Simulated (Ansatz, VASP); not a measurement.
# BaS in VASP and in Ansatz

```xyz
2
Lattice="0.0000 3.2576 3.1938 3.2576 0.0000 3.1938 3.2576 3.2576 0.0000" Properties=species:S:1:pos:R:3 pbc="T T T"
Ba    0.0000    0.0000    0.0000
S     3.2576    3.2576    3.1938
```

Change from the starting cell: equal xx and yy strain of +2 %.

Alike in both runs: task single point; functional LDA; k mesh 7 × 7 × 7; occupations fermi-dirac, width 0.01 eV; no spin polarisation.

|  | VASP | Ansatz |
| --- | --- | --- |
| version | VASP 6.6.1 | Ansatz 0.2.0 |
| potentials or method | VASP PAW LDA potentials, release 64 (Ba_sv, S), cutoff 500 eV | all-electron LAPW, scalar-relativistic |

```csv
,VASP,Ansatz,Ansatz less VASP
gap on the k mesh at the Fermi level (eV),1.98,2.08,+0.098
pressure (GPa),-3.3,-3.8,-0.54
"traceless stress, the component that is largest in VASP (GPa)",0.88,0.79,-0.095
```

LDA's correlation is that of Perdew and Zunger in VASP and of Perdew and Wang (1992) in Ansatz. Ansatz ran all-electron here, and VASP with PAW potentials.

Spin-orbit coupling is off throughout.
